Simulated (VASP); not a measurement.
# CoC (rocksalt type) (Fm-3m) in VASP: further runs

The runs below take CoC (rocksalt type) through single point, relaxation of cell and atoms, with PBEsol.

Program: VASP 6.6.1. These are calculated values, not measurements. Logs are shortened: lines on timing, memory, paths and dates and some standing lists are left out, and cuts for length are marked.

## Step 1: The cell of the first run

It takes space group Fm-3m (No. 225, cubic). The conventional cell has a = 3.936 Å, b = 3.936 Å, c = 3.936 Å, α = 90.00°, β = 90.00°, γ = 90.00°. Within 2.6 Å of Co (site symmetry m-3m) lie 6 C at 1.97 Å. C (site symmetry m-3m) has 6 Co at 1.97 Å within 2.6 Å.

## Step 2: Single point, PBEsol, collinear spin, ferromagnetic start

INCAR

```
SYSTEM = CoC
PREC = Accurate
ENCUT = 520
EDIFF = 1E-6
ISMEAR = -1
SIGMA = 0.05
LREAL = .False.
LASPH = .True.
NELM = 150
ALGO = Normal
ISIF = 2
LWAVE = .False.
LCHARG = .False.
ISPIN = 2
MAGMOM = 1.7 0
LORBIT = 11
LMAXMIX = 4
GGA = PS
NBANDS = 18
```

KPOINTS

```
regular mesh
0
Gamma
  15 15 15
  0 0 0
```

POSCAR

```
CoC
1.0
    0.0000000000      1.9678756358      1.9678756358
    1.9678756358      0.0000000000      1.9678756358
    1.9678756358      1.9678756358      0.0000000000
Co C
1 1
Direct
    0.0000000000      0.0000000000      0.0000000000
    0.5000000000      0.5000000000      0.5000000000
```

Potentials or basis: VASP PAW PBE potentials, release 64 (Co, C).

Started as:

```bash
$ cat potpaw_PBE.64/Co/POTCAR potpaw_PBE.64/C/POTCAR > POTCAR
$ mpirun -np 1 vasp_std > vasp.out
```

OUTCAR:

```text
SYSTEM = CoC
   PREC = Accurate
   ENCUT = 520
   EDIFF = 1E-6
   ISMEAR = -1
   LREAL = .False.
   LASPH = .True.
   NELM = 150
   ISIF = 2
   ISPIN = 2
   LORBIT = 11
   GGA = PS

 ion  position               nearest neighbor table
   1  0.000  0.000  0.000-   2 1.97   2 1.97   2 1.97   2 1.97   2 1.97   2 1.97
   2  0.500  0.500  0.500-   1 1.97   1 1.97   1 1.97   1 1.97   1 1.97   1 1.97

  LATTYP: Found a face centered cubic cell.
 ALAT       =     3.9357512716

  Lattice vectors:

 A1 = (   0.0000000000,   1.9678756358,   1.9678756358)
 A2 = (   1.9678756358,   0.0000000000,   1.9678756358)
 A3 = (   1.9678756358,   1.9678756358,   0.0000000000)

Analysis of symmetry for initial positions (statically):
=====================================================================
 Subroutine PRICEL returns:
 Original cell was already a primitive cell.

 Routine SETGRP: Setting up the symmetry group for a
 face centered cubic supercell.

 Subroutine GETGRP returns: Found 48 space group operations
 (whereof 48 operations were pure point group operations)
 out of a pool of 48 trial point group operations.

The static configuration has the point symmetry O_h .

Analysis of symmetry for dynamics (positions and initial velocities):
=====================================================================
 Subroutine PRICEL returns:
 Original cell was already a primitive cell.

 Routine SETGRP: Setting up the symmetry group for a
 face centered cubic supercell.

 Subroutine GETGRP returns: Found 48 space group operations
 (whereof 48 operations were pure point group operations)
 out of a pool of 48 trial point group operations.

The dynamic configuration has the point symmetry O_h .

Analysis of structural, dynamic, and magnetic symmetry:
=====================================================================
 Subroutine PRICEL returns:
 Original cell was already a primitive cell.

 Routine SETGRP: Setting up the symmetry group for a
 face centered cubic supercell.

 Subroutine GETGRP returns: Found 48 space group operations
 (whereof 48 operations were pure point group operations)
 out of a pool of 48 trial point group operations.

The overall configuration has the point symmetry O_h .

 Subroutine INISYM returns: Found 48 space group operations
 (whereof 48 operations are pure point group operations),
 and found     1 'primitive' translations

----------------------------------------------------------------------------------------

                                     Primitive cell

  volume of cell :      15.2413

  direct lattice vectors                    reciprocal lattice vectors
     0.000000000  1.967875636  1.967875636    -0.254081097  0.254081097  0.254081097
     1.967875636  0.000000000  1.967875636     0.254081097 -0.254081097  0.254081097
     1.967875636  1.967875636  0.000000000     0.254081097  0.254081097 -0.254081097

  length of vectors
     2.782996413  2.782996413  2.782996413     0.440081369  0.440081369  0.440081369

  position of ions in fractional coordinates (direct lattice)
     0.000000000  0.000000000  0.000000000
     0.500000000  0.500000000  0.500000000

  ion indices of the primitive-cell ions
   primitive index   ion index
                 1           1
                 2           2

----------------------------------------------------------------------------------------

 KPOINTS: regular mesh

Automatic generation of k-mesh.
 Grid dimensions read from file:
 generate k-points for:   15   15   15

 Generating k-lattice:

  Cartesian coordinates                     Fractional coordinates (reciprocal lattice)
    -0.016938740  0.016938740  0.016938740     0.066666667  0.000000000  0.000000000
     0.016938740 -0.016938740  0.016938740     0.000000000  0.066666667  0.000000000
     0.016938740  0.016938740 -0.016938740     0.000000000  0.000000000  0.066666667

  Length of vectors
     0.029338758  0.029338758  0.029338758

  Shift w.r.t. Gamma in fractional coordinates (k-lattice)
     0.000000000  0.000000000  0.000000000

 Subroutine IBZKPT returns following result:
 ===========================================

 Found    120 irreducible k-points:

 Following reciprocal coordinates:
            Coordinates               Weight
  0.000000  0.000000  0.000000      1.000000
  0.066667  0.000000  0.000000      8.000000
  0.133333  0.000000  0.000000      8.000000
  0.200000  0.000000  0.000000      8.000000
  0.266667  0.000000  0.000000      8.000000
  0.333333  0.000000  0.000000      8.000000
[... 16 lines left out ...]
  0.133333  0.133333  0.000000      6.000000
  0.200000  0.133333  0.000000     24.000000
 [... further k-points ...]
   k-points           NKPTS =    120   k-points in BZ     NKDIM =    120   number of bands    NBANDS=     18
   number of dos      NEDOS =    301   number of ions     NIONS =      2
   total plane-waves  NPLWV =  13824
   dimension x,y,z NGX =    24 NGY =   24 NGZ =   24
   dimension x,y,z NGXF=    48 NGYF=   48 NGZF=   48
   ions per type =               1   1
   NGX,Y,Z   is equivalent  to a cutoff of  14.34, 14.34, 14.34 a.u.
   NGXF,Y,Z  is equivalent  to a cutoff of  28.67, 28.67, 28.67 a.u.
 SYSTEM =  CoC
   PREC   = accura    normal or accurate (medium, high low for compatibility)
   ISTART =      0    job   : 0-new  1-cont  2-samecut
   ICHARG =      2    charge: 1-file 2-atom 10-const
   ISPIN  =      2    spin polarized calculation?
   LNONCOLLINEAR =      F non collinear calculations
   LSORBIT =      F    spin-orbit coupling
   LASPH  =      T    aspherical Exc in radial PAW
   ENCUT  =  520.0 eV  38.22 Ry    6.18 a.u.   5.17  5.17  5.17*2*pi/ulx,y,z
   NELM   =    150;   NELMIN=  2; NELMDL= -5     # of ELM steps
   EDIFF  = 0.1E-05   stopping-criterion for ELM
   LREAL  =      F    real-space projection
   EDIFFG = 0.1E-04   stopping-criterion for IOM
   NSW    =      0    number of steps for IOM
   IBRION =     -1    ionic relax: 0-MD 1-quasi-New 2-CG
   NFREE  =      0    steps in history (QN), initial steepest desc. (CG)
   ISIF   =      2    stress and relaxation
   ISYM   =      2    0-nonsym 1-usesym 2-fastsym
   POTIM  = 0.5000    time-step for ionic-motion
   TEBEG  =    0.0;   TEEND  =   0.0 temperature during run
   PSTRESS=    0.0 pullay stress
   NELECT =      13.0000    total number of electrons
   NUPDOWN=      -1.0000    fix difference up-down
   EMIN   =  10.00;   EMAX   =-10.00  energy-range for DOS
   EFERMI =   0.00;   METHOD = LEGACY
   ISMEAR =    -1;   SIGMA  =   0.05  broadening in eV -4-tet -1-fermi 0-gaus
   EFERMI_NEDOS =   21; number of points for ismear=-14 and -15
   IALGO  =     38    algorithm
   IMIX   =      4    mixing-type and parameters
     AMIX     =   0.40;   BMIX     =  1.00
     AMIX_MAG =   1.60;   BMIX_MAG =  1.00
  volume/ion in A,a.u.               =       7.62        51.43
  Fermi-wavevector in a.u.,A,eV,Ry     =   1.552560  2.933912 32.796048  2.410442
  Thomas-Fermi vector in A             =   2.656917
   LORBIT       =     11    0 simple, 1 ext, 2 COOP (PROOUT), +10 PAW based schemes
   GGA     = PS    functional components
   LHFCALC =     F    Hartree Fock is set to
   AEXX    =    0.0000 exact exchange contribution
   IVDW    =     0    specifies the selected vdW correction
   LEPSILON=     F    determine dielectric tensor
   LRPA    =     F    only Hartree local field effects (RPA)
 spin polarized calculation
  energy-cutoff  :      520.00
  volume of cell :       15.24
 maximum number of plane-waves:       424
 NGX is ok and might be reduce to    24
   NGX = 11   NGY = 11   NGZ = 11

 number of electron      13.0000003 magnetization       0.0592561

 Free energy of the ion-electron system (eV)
  ---------------------------------------------------
  ext. energy  EPLUGINS =         0.00000000
  ---------------------------------------------------
  free energy    TOTEN  =       -15.97545453 eV

  energy without entropy =      -15.95737841  energy(sigma->0) =      -15.96641647

 E-fermi :  11.6094     XC(G=0): -14.1088

 val. band max:       11.6086513906   @ k =  -0.2667   0.3333   0.1333
 cond. band min:      11.6118015655   @ k =  -0.4667   0.0667   0.0000
 fundamental gap:      0.0031501749
 Fermi energy:        11.6093911580

 spin component 1

 k-point     1 :       0.0000    0.0000    0.0000
  band No.  band energies     occupation
      1      -4.4687      1.00000
      2       8.8416      1.00000
      3       8.8416      1.00000
      4       8.8416      1.00000
      5       9.2931      1.00000
      6       9.2931      1.00000
[... 10 lines left out ...]
     17      38.2646      0.00000
     18      39.2761      0.00000

 k-point     2 :       0.0667    0.0000    0.0000
  band No.  band energies     occupation
      1      -4.3544      1.00000
      2       8.6814      1.00000
      3       8.8141      1.00000
      4       8.8141      1.00000
      5       9.1245      1.00000
      6       9.1245      1.00000
[... 10 lines left out ...]
     17      38.5035      0.00000
     18      41.1595      0.00000

 k-point     3 :       0.1333    0.0000    0.0000
  band No.  band energies     occupation
      1      -4.0152      1.00000
      2       8.1904      1.00000
      3       8.3872      1.00000
      4       8.3872      1.00000
      5       9.1415      1.00000
      6       9.1415      1.00000
[... 10 lines left out ...]
     17      39.3030      0.00000
     18      43.6793      0.00000

 k-point     4 :       0.2000    0.0000    0.0000
  band No.  band energies     occupation
      1      -3.4626      1.00000
      2       7.3712      1.00000
      3       7.7749      1.00000
      4       7.7749      1.00000
      5       9.3550      1.00000
      6       9.3550      1.00000
[... 375 lines left out ...]
      4       8.5845      1.00000
      5       8.9315      1.00000
      6       9.2616      1.00000
[... 10 lines left out ...]
     17      39.5486      0.00000
     18      41.3325      0.00000

 k-point    23 :       0.1333    0.1333    0.0000
  band No.  band energies     occupation
      1      -3.8727      1.00000
      2       7.6461      1.00000
      3       8.5519      1.00000
      4       8.6904      1.00000
      5       8.6904      1.00000
      6       9.3972      1.00000
[... 10 lines left out ...]
     17      40.4990      0.00000
     18      40.4990      0.00000

 k-point    24 :       0.2000    0.1333    0.0000
  band No.  band energies     occupation
      1      -3.4779      1.00000
      2       7.0301      1.00000
      3       8.1379      1.00000
      4       8.4623      1.00000
      5       8.8524      1.00000
      6       9.5014      1.00000
[... 10 lines left out ...]
     17      41.4961      0.00000
     18      42.7584      0.00000

 [... further k-points ...]

 spin component 2

 k-point     1 :       0.0000    0.0000    0.0000
  band No.  band energies     occupation
      1      -4.4570      1.00000
      2       8.8961      1.00000
      3       8.8961      1.00000
      4       8.8961      1.00000
      5       9.3266      1.00000
      6       9.3266      1.00000
[... 10 lines left out ...]
     17      38.2875      0.00000
     18      39.2905      0.00000

 k-point     2 :       0.0667    0.0000    0.0000
  band No.  band energies     occupation
      1      -4.3427      1.00000
      2       8.7335      1.00000
      3       8.8647      1.00000
      4       8.8647      1.00000
      5       9.1603      1.00000
      6       9.1603      1.00000
[... 10 lines left out ...]
     17      38.5264      0.00000
     18      41.1774      0.00000

 k-point     3 :       0.1333    0.0000    0.0000
  band No.  band energies     occupation
      1      -4.0034      1.00000
      2       8.2357      1.00000
      3       8.4222      1.00000
      4       8.4222      1.00000
      5       9.1906      1.00000
      6       9.1906      1.00000
[... 10 lines left out ...]
     17      39.3248      0.00000
     18      43.6979      0.00000

 k-point     4 :       0.2000    0.0000    0.0000
  band No.  band energies     occupation
      1      -3.4507      1.00000
      2       7.4077      1.00000
      3       7.8056      1.00000
      4       7.8056      1.00000
      5       9.4073      1.00000
      6       9.4073      1.00000
[... 375 lines left out ...]
      4       8.6143      1.00000
      5       8.9864      1.00000
      6       9.3026      1.00000
[... 10 lines left out ...]
     17      39.5715      0.00000
     18      41.3503      0.00000

 k-point    23 :       0.1333    0.1333    0.0000
  band No.  band energies     occupation
      1      -3.8609      1.00000
      2       7.6726      1.00000
      3       8.6044      1.00000
      4       8.7394      1.00000
      5       8.7394      1.00000
      6       9.4309      1.00000
[... 10 lines left out ...]
     17      40.5221      0.00000
     18      40.5221      0.00000

 k-point    24 :       0.2000    0.1333    0.0000
  band No.  band energies     occupation
      1      -3.4660      1.00000
      2       7.0554      1.00000
      3       8.1835      1.00000
      4       8.5036      1.00000
      5       8.9033      1.00000
      6       9.5412      1.00000
[... 10 lines left out ...]
     17      41.5182      0.00000
     18      42.7789      0.00000

 [... further k-points ...]
[... 5 lines left out ...]
  --------------------------------------------------------------------------------------
  -------------------------------------------------------------------------------------
  Total        0.6234217      0.6234217      0.6234217     -0.0000000      0.0000000     -0.0000000
  in kB       65.5344378     65.5344378     65.5344378     -0.0000000      0.0000000     -0.0000000
  external PRESSURE =      65.5344378 kB  Pullay stress =       0.0000000 kB

 VOLUME and BASIS-vectors are now :
 -----------------------------------------------------------------------------
  energy-cutoff  :      520.00
  volume of cell :       15.24
      direct lattice vectors                 reciprocal lattice vectors
     0.000000000  1.967875636  1.967875636    -0.254081097  0.254081097  0.254081097
     1.967875636  0.000000000  1.967875636     0.254081097 -0.254081097  0.254081097
     1.967875636  1.967875636  0.000000000     0.254081097  0.254081097 -0.254081097

 POSITION                                       TOTAL-FORCE (eV/Angst)
 -----------------------------------------------------------------------------------
      0.00000      0.00000      0.00000         0.000000      0.000000      0.000000
      1.96788      1.96788      1.96788         0.000000      0.000000     -0.000000
 -----------------------------------------------------------------------------------
    total drift:                                0.000000     -0.000000     -0.000000

  FREE ENERGIE OF THE ION-ELECTRON SYSTEM (eV)
  ---------------------------------------------------
  free  energy   TOTEN  =       -15.9754545265 eV

  energy  without entropy=      -15.9573784132  energy(sigma->0) =      -15.96641647

 total charge

# of ion       s       p       d       tot
------------------------------------------
    1        0.475   0.747   7.563   8.784
    2        0.881   1.470   0.000   2.350
--------------------------------------------------
tot          1.355   2.217   7.563  11.135

 magnetization (x)

# of ion       s       p       d       tot
------------------------------------------
    1        0.003   0.001   0.047   0.052
    2        0.000   0.005   0.000   0.006
--------------------------------------------------
tot          0.004   0.006   0.047   0.057
```

It took 70 s on 1 thread of Intel Xeon Platinum 8488C (Sapphire Rapids), shared host; peak memory 0.18 GiB.

Results:

```yaml
Free_energy: -15.9755 eV
Pressure: 6.6 GPa
Net_moment: 0.06 μB per cell
Site_moments: Co +0.05; C +0.01 μB
Valence_electrons_inside_the_program's_atomic_spheres: Co 8.78; C 2.35
```

Caveat: the starting moments collapsed, and a magnetic state may lie lower; the PAW data sets were made with another functional, which shifts forces and pressure a little.

## Step 3: Single point, PBEsol, collinear spin, ferromagnetic start

INCAR

```
PREC = Accurate
ENCUT = 520
EDIFF = 1E-6
ISMEAR = -1
SIGMA = 0.05
LREAL = False
LASPH = True
NELM = 150
ALGO = Normal
ISIF = 2
LWAVE = False
LCHARG = False
ISPIN = 2
MAGMOM = 1.7 0
LORBIT = 11
LMAXMIX = 4
GGA = PS
NBANDS = 18
```

KPOINTS

```
regular mesh
0
Gamma
  15 15 15
```

POSCAR is that of step 2.

Potentials or basis: VASP PAW PBE potentials, release 64 (Co, C).

Started as:

```bash
$ cat potpaw_PBE.64/Co/POTCAR potpaw_PBE.64/C/POTCAR > POTCAR
$ mpirun -np 1 vasp_std > vasp.out
```

Wall time 60 s (1 thread of Intel Xeon Platinum 8488C (Sapphire Rapids), shared host); peak memory 0.18 GiB.

Results (log left out):

```
Free energy                                           : -15.9755 eV
Pressure                                              : 6.6 GPa
Net moment                                            : 0.06 μB per cell
Site moments                                          : Co +0.05; C +0.01 μB
Valence electrons inside the program's atomic spheres : Co 8.78; C 2.35
```

Levels at points of the mesh, in eV from the Fermi level:
Spin up:
```
           k point  band 3  band 4  band 5  band 6  band 7  band 8  band 9  band 10
(0.00, 0.00, 0.00)   -2.77   -2.77   -2.32   -2.32    1.17    1.17    1.17    13.18
```
Spin down:
```
           k point  band 3  band 4  band 5  band 6  band 7  band 8  band 9  band 10
(0.00, 0.00, 0.00)   -2.71   -2.71   -2.28   -2.28    1.19    1.19    1.19    13.19
```

Caveat: the starting moments collapsed, and a magnetic state may lie lower; the PAW data sets were made with another functional, which shifts forces and pressure a little.

## Step 4: Relaxation of cell and atoms, PBEsol, collinear spin, ferromagnetic start, target pressure 6.5 GPa, at which the enthalpy is minimised

INCAR

```
PREC = Accurate ; ENCUT = 600
EDIFF = 1E-6 ; ISMEAR = -1
SIGMA = 0.05 ; LREAL = F
LASPH = T ; NELM = 150
ALGO = Normal ; ISIF = 3
LWAVE = F ; LCHARG = F
ISPIN = 2 ; MAGMOM = 1.7 0
LORBIT = 11 ; LMAXMIX = 4
GGA = PS ; IBRION = 2
NSW = 60 ; EDIFFG = -0.005
PSTRESS = 65.0
```

KPOINTS is that of step 3.

POSCAR is that of step 3.

Started as:

```bash
$ cat potpaw_PBE.64/Co/POTCAR potpaw_PBE.64/C/POTCAR > POTCAR
$ mpirun -np 1 vasp_std > vasp.out
```

Run time: 88 s. Hardware: 1 thread of AMD EPYC 7R13, shared host; peak memory 0.15 GiB.

Results (log left out):

```yaml
Free_energy: -15.9759 eV
Pressure_after_relaxing: 6.5 GPa
Net_moment: 0.12 μB per cell
Site_moments: Co +0.10; C +0.01 μB
Valence_electrons_inside_the_program's_atomic_spheres: Co 8.78; C 2.35
```

Final structure:
```cif
data_structure
_symmetry_space_group_name_H-M 'P 1'
_symmetry_Int_Tables_number 1
_cell_length_a 2.7830
_cell_length_b 2.7830
_cell_length_c 2.7830
_cell_angle_alpha 60.000
_cell_angle_beta 60.000
_cell_angle_gamma 60.000
_cell_volume 15.24
loop_
_atom_site_label
_atom_site_type_symbol
_atom_site_fract_x
_atom_site_fract_y
_atom_site_fract_z
_atom_site_occupancy
Co1 Co 0.00000 0.00000 0.00000 1
C1 C 0.50000 0.50000 0.50000 1
```

Levels at points of the mesh, in eV from the Fermi level:
Spin up:
| k point | band 2 | band 3 | band 4 | band 5 | band 6 | band 7 | band 8 | band 9 | band 10 | band 11 |
| --- | --- | --- | --- | --- | --- | --- | --- | --- | --- | --- |
| (0.00, 0.00, 0.00) | -2.80 | -2.80 | -2.80 | -2.34 | -2.34 | 1.17 | 1.17 | 1.17 | 13.17 | 17.08 |
Spin down:
```
           k point  band 3  band 4  band 5  band 6  band 7  band 8  band 9  band 10
(0.00, 0.00, 0.00)   -2.69   -2.69   -2.27   -2.27    1.20    1.20    1.20    13.20
```

Caveat: the relaxation stopped at its first step, so nothing moved; the cell is relaxed towards a set pressure, so the enthalpy falls and the energy may rise; the PAW data sets were made with another functional, which shifts forces and pressure a little.

[end of part 1 of 2]
